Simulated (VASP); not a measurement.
Input of a VASP 6.6.1 run:

The input INCAR:

```
SYSTEM = K2S
ALGO = Normal
EDIFF = 1E-6
ENCUT = 500
GGA = PE
GGA_COMPAT = .False.
ISIF = 2
ISMEAR = 0
LASPH = .True.
LCHARG = .False.
LREAL = .False.
LWAVE = .False.
NBANDS = 19
NELM = 120
PREC = Accurate
SIGMA = 0.01
```

Contents of KPOINTS:

```
k-points
0
Gamma
  6 6 6
  0 0 0
```

POSCAR

```
K2S
1.0
    0.0000000000      3.7306303140      3.7306303140
    3.7306303140      0.0000000000      3.7306303140
    3.7306303140      3.7306303140      0.0000000000
K S
2 1
Direct
    0.2500000000      0.2500000000      0.2500000000
    0.7500000000      0.7500000000      0.7500000000
    0.0000000000      0.0000000000      0.0000000000
```

Potentials or basis: VASP PAW PBE potentials, release 64 (K_sv, S).

Run with:

```console
$ cat potpaw_PBE.64/K_sv/POTCAR potpaw_PBE.64/S/POTCAR > POTCAR
$ mpirun -np 1 vasp_std > vasp.out
```

Problem. What does it give for the band gap on the k mesh?

Solution. 2.32 eV, indirect (least direct gap 2.50 eV).

Problem. What does it give for the pressure?

Solution. 0.0 GPa.

A k mesh can miss the band edges. As with any semilocal functional, this PBE gap is likely too small.
